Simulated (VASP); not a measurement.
# Pt (Fm-3m) in VASP: a series of runs, part 2 of 2

VASP 6.6.1. The steps go on from the part before.

**5. Relaxation of cell and atoms, PBEsol, target pressure 7 GPa, at which the enthalpy is minimised**

INCAR reads:

```
SYSTEM = Pt
  ALGO = Normal
  EDIFF = 1E-6
  EDIFFG = -0.002
  ENCUT = 600
  GGA = PS
  IBRION = 2
  ISIF = 3
  ISMEAR = -1
  LASPH = .True.
  LCHARG = .False.
  LREAL = .False.
  LWAVE = .False.
  NELM = 60
  NSW = 100
  PREC = Accurate
  PSTRESS = 70.0
  SIGMA = 0.1
```

KPOINTS reads:

```
k-points
0
Gamma
  24 24 24
  0 0 0
```

POSCAR reads:

```
Pt
1.0
    0.0000000000      1.9598939868      1.9598939868
    1.9598939868      0.0000000000      1.9598939868
    1.9598939868      1.9598939868      0.0000000000
Pt
1
Direct
    0.0000000000      0.0000000000      0.0000000000
```

Potentials or basis: VASP PAW PBE potentials, release 64 (Pt).

Command:

```
cat potpaw_PBE.64/Pt/POTCAR > POTCAR
mpirun -np 1 vasp_std > vasp.out
```

OUTCAR:

```text
SYSTEM = Pt
   EDIFF = 1E-6
   EDIFFG = -0.002
   ENCUT = 600
   GGA = PS
   IBRION = 2
   ISIF = 3
   ISMEAR = -1
   LASPH = .True.
   LREAL = .False.
   NELM = 60
   NSW = 100
   PREC = Accurate
   PSTRESS = 70.0

 ion  position               nearest neighbor table
   1  0.000  0.000  0.000-

  LATTYP: Found a face centered cubic cell.
 ALAT       =     3.9197879736

  Lattice vectors:

 A1 = (   0.0000000000,   1.9598939868,   1.9598939868)
 A2 = (   1.9598939868,   0.0000000000,   1.9598939868)
 A3 = (   1.9598939868,   1.9598939868,   0.0000000000)

Analysis of symmetry for initial positions (statically):
=====================================================================
 Subroutine PRICEL returns:
 Original cell was already a primitive cell.

[... 403 lines left out ...]
 cond. band min:      11.6065020951   @ k =  -0.4167   0.3333   0.0417
 fundamental gap:      0.0048316361
 Fermi energy:        11.6057461133

 k-point     1 :       0.0000    0.0000    0.0000
  band No.  band energies     occupation
      1       1.0080      2.00000
      2       7.6318      2.00000
      3       7.6318      2.00000
      4       7.6318      2.00000
      5       9.9036      2.00000
      6       9.9036      2.00000
      7      26.1456      0.00000
      8      31.2485      0.00000
      9      31.2485      0.00000
[... 265 lines left out ...]
 k-point    24 :       0.4583    0.0417    0.0000
  band No.  band energies     occupation
      1       4.0124      2.00000
      2       7.5451      2.00000
      3       7.6576      2.00000
      4      10.0032      2.00000
      5      11.6070      0.99381
      6      11.8561      0.15122
      7      18.3308      0.00000
      8      25.9581      0.00000
      9      30.7347      0.00000

 [... further k-points ...]

------------------------ aborting loop because EDIFF is reached ----------------------------------------

  FORCE on cell =-STRESS in cart. coord.  units (eV):
  Direction    XX          YY          ZZ          XY          YZ          ZX
  --------------------------------------------------------------------------------------
  -------------------------------------------------------------------------------------
  Total        0.6406252      0.6406252      0.6406252      0.0000000      0.0000000      0.0000000
  in kB       69.8237893     69.8237893     69.8237893      0.0000000      0.0000000      0.0000000
  external PRESSURE =      -0.1762107 kB  Pullay stress =      70.0000000 kB
[... 20 lines left out ...]
  energy  without entropy=       -6.9331870194  energy(sigma->0) =       -6.95964538

  enthalpy is  TOTEN    =        -6.3438618258 eV   P V=        0.6422419073

 reached required accuracy - stopping structural energy minimisation
```

OSZICAR:

```text
N       E                     dE             d eps       ncg     rms          rms(c)
DAV:   1     0.408562164713E+02    0.40856E+02   -0.60966E+03  7594   0.117E+03
[... 45 lines left out ...]
DAV:   4    -0.698676456302E+01    0.10303E-06   -0.19312E-06  7976   0.109E-02
   6 F= -.63438439E+01 E0= -.63173485E+01  d E =0.155801E-04
       N       E                     dE             d eps       ncg     rms          rms(c)
DAV:   1    -0.698619629603E+01    0.56837E-03   -0.22193E-03  7556   0.508E-01    0.708E-02
DAV:   2    -0.698610838817E+01    0.87908E-04   -0.25481E-04  7466   0.143E-01    0.284E-02
DAV:   3    -0.698610304610E+01    0.53421E-05   -0.27702E-05  7635   0.442E-02    0.141E-02
DAV:   4    -0.698610373304E+01   -0.68694E-06   -0.10044E-06  7078   0.791E-03
   7 F= -.63438618E+01 E0= -.63174035E+01  d E =-.233394E-05
```

It took 2.2 min on 1 thread of Intel Xeon Platinum 8259CL at 2.50GHz (Skylake/Cascade Lake), shared host; peak memory 0.22 GiB.

Results:

- Free energy: -6.9861 eV
- Relaxed volume: 14.70 Å³/atom
- Relaxed cell: a = 2.750 Å, b = 2.750 Å, c = 2.750 Å, α = 60.00°, β = 60.00°, γ = 60.00°
- Space group after relaxing (to 0.1 Å): Fm-3m (No. 225)
- Energy change on relaxing (the run minimises the enthalpy): +7.2 meV/atom
- Ionic steps: 7
- Pressure after relaxing: 7.0 GPa
- Band gap on the k mesh: zero (bands 5 and 6 overlap by 2.34 eV)

Step by step:
| step | energy change (eV) | largest force (eV/Å) | pressure (GPa) | volume (Å³) |
| --- | --- | --- | --- | --- |
| 1 | 0.0000 | 0.0000 | -0.32 | 15.06 |
| 2 | 0.1516 | 0.0000 | 37.71 | 13.61 |
| 3 | 0.0067 | 0.0000 | 6.75 | 14.71 |
| 4 | 0.0072 | 0.0000 | 6.96 | 14.70 |
| 5 | 0.0075 | 0.0000 | 7.13 | 14.69 |
| 6 | 0.0065 | 0.0000 | 6.67 | 14.72 |
| 7 | 0.0072 | 0.0000 | 6.98 | 14.70 |

Final structure:
```cif
data_structure
_symmetry_space_group_name_H-M 'P 1'
_symmetry_Int_Tables_number 1
_cell_length_a 2.7496
_cell_length_b 2.7496
_cell_length_c 2.7496
_cell_angle_alpha 60.000
_cell_angle_beta 60.000
_cell_angle_gamma 60.000
_cell_volume 14.70
loop_
_atom_site_label
_atom_site_type_symbol
_atom_site_fract_x
_atom_site_fract_y
_atom_site_fract_z
_atom_site_occupancy
Pt1 Pt 0.00000 0.00000 0.00000 1
```

Caveat: the cell is relaxed towards a set pressure, so the run minimises the enthalpy, not the energy; the PAW data sets were made with another functional, which shifts forces and pressure a little; spin-orbit coupling is left out, which moves the levels of the heavy elements.

**6. The runs side by side**

```tsv
cell	gap on the mesh (eV)	pressure (GPa)
relaxed to 1 GPa	none	1.0
relaxed to 2 GPa	none	2.0
relaxed to 4 GPa	none	4.0
relaxed to 7 GPa	none	7.0
```

Alike in all rows: task relaxation of cell and atoms; level PBEsol; potentials or basis VASP PAW PBE potentials, release 64 (Pt); no spin polarisation; k mesh 24 × 24 × 24; cutoff (eV) 600; smearing fermi-dirac 0.1 eV.

Caveats: the cell is relaxed towards a set pressure, so the run minimises the enthalpy, not the energy; the PAW data sets were made with another functional, which shifts forces and pressure a little; spin-orbit coupling is left out, which moves the levels of the heavy elements.

Total energies depend on the potentials used, so only differences within one code and one set of settings carry meaning.
